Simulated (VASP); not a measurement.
## WSe2: single point with PBE

System: WSe2, a slab with vacuum.

```
W Se
1.0
     3.32008    0.00000    0.00000
    -1.66004    2.87528    0.00000
     0.00000    0.00000   16.65424
W Se
1 2
Direct
  0.00000 0.00000 0.00000
  0.33333 0.66667 0.10078
  0.33333 0.66667 0.89922
```

```
Program             : VASP 6.6.1
Task                : single point
Functional          : PBE
Potentials or basis : VASP PAW PBE potentials, release 64 (W_sv, Se)
Cutoff              : 520 eV
k mesh              : 12 × 12 × 2
Occupations         : gaussian, width 0.02 eV
Spin                : no spin polarisation
```

The largest force is 0.044 eV/Å. The band gap on the k mesh is 1.55 eV.

Forces on the atoms (eV/Å):
```
W    0.000  0.000  0.000
Se   0.000  0.000  0.044
Se   0.000  0.000 -0.044
```

Levels at points of the mesh, in eV from the valence-band top:
| k point | band 9 | band 10 | band 11 | band 12 | band 13 | band 14 | band 15 | band 16 | band 17 | band 18 |
| --- | --- | --- | --- | --- | --- | --- | --- | --- | --- | --- |
| (0.00, 0.00, 0.00) | -2.34 | -2.15 | -1.23 | -1.23 | -0.32 | 2.90 | 2.90 | 3.07 | 3.07 | 4.18 |
| (0.50, 0.00, 0.00) | -4.14 | -2.96 | -2.12 | -0.98 | -0.95 | 2.35 | 2.72 | 3.68 | 4.34 | 4.34 |
| (0.00, 0.00, 0.50) | -2.34 | -2.15 | -1.23 | -1.23 | -0.32 | 2.90 | 2.90 | 3.07 | 3.07 | 4.25 |
| (0.50, 0.00, 0.50) | -4.14 | -2.96 | -2.12 | -0.98 | -0.95 | 2.35 | 2.72 | 3.68 | 4.34 | 4.34 |

Wall time 92 s on 1 thread of AMD EPYC 9R45 96-Core Processor (Zen 5), on a shared host, peak memory 0.33 GiB.

Caveat: there is no dipole correction, which matters where the two faces differ; spin-orbit coupling is left out, which moves the levels of the heavy elements.
